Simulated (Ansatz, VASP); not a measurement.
## Ca in VASP and in Ansatz

Contents of INCAR:

```
SYSTEM = Ca
PREC = Accurate
ENCUT = 520
EDIFF = 1E-6
ISMEAR = 0
SIGMA = 0.1
LREAL = .False.
LASPH = .True.
NELM = 80
ALGO = Normal
ISIF = 2
LWAVE = .False.
LCHARG = .False.
GGA = PS
NBANDS = 11
```

The input KPOINTS:

```
regular mesh
0
Gamma
  6 6 6
  0 0 0
```

Contents of POSCAR:

```
Ca
1.0
   -2.2052049036      2.2052049036      2.1961148100
    2.2052049036     -2.2052049036      2.1961148100
    2.2052049036      2.2052049036     -2.1961148100
Ca
1
Direct
    0.5000000000      0.5000000000      0.0000000000
```

Input for Ansatz:

```yaml
crystal:
  lattice:
    - [-2.2052049036, 2.2052049036, 2.19611481]
    - [2.2052049036, -2.2052049036, 2.19611481]
    - [2.2052049036, 2.2052049036, -2.19611481]
  atoms:
    - { symbol: Ca, position: [0.5, 0.5, 0.0] }
basis:
  ecutwfc: 420
kpoints:
  mp_grid: { grid: [6, 6, 6] }
hamiltonian:
  xc: pbesol
scf:
  occupations: { method: gaussian, width: 0.1 }
output:
  forces: true
  stress: true
  eigenvalues: true
```

Alike in both runs: task single point; functional PBEsol; k mesh 6 × 6 × 6; occupations gaussian, width 0.1 eV; no spin polarisation.

|  | VASP | Ansatz |
| --- | --- | --- |
| version | VASP 6.6.1 | Ansatz 0.2.0 |
| potentials or method | VASP PAW PBE potentials, release 64 (Ca_sv), cutoff 520 eV | scalar-relativistic, plane waves, PAW |
| valence electrons in the cell | 10 | 10 |

```tsv
	VASP	Ansatz	Ansatz less VASP
gap on the k mesh at the Fermi level (eV)	none	none	-
pressure (GPa)	-0.8	-0.8	0.00
```

VASP's potentials were made for PBE, not for PBEsol. A gap of «none» marks a metal or a gap that the smearing closes. With one functional, cell and mesh, what is left measures potentials, basis and numerics.
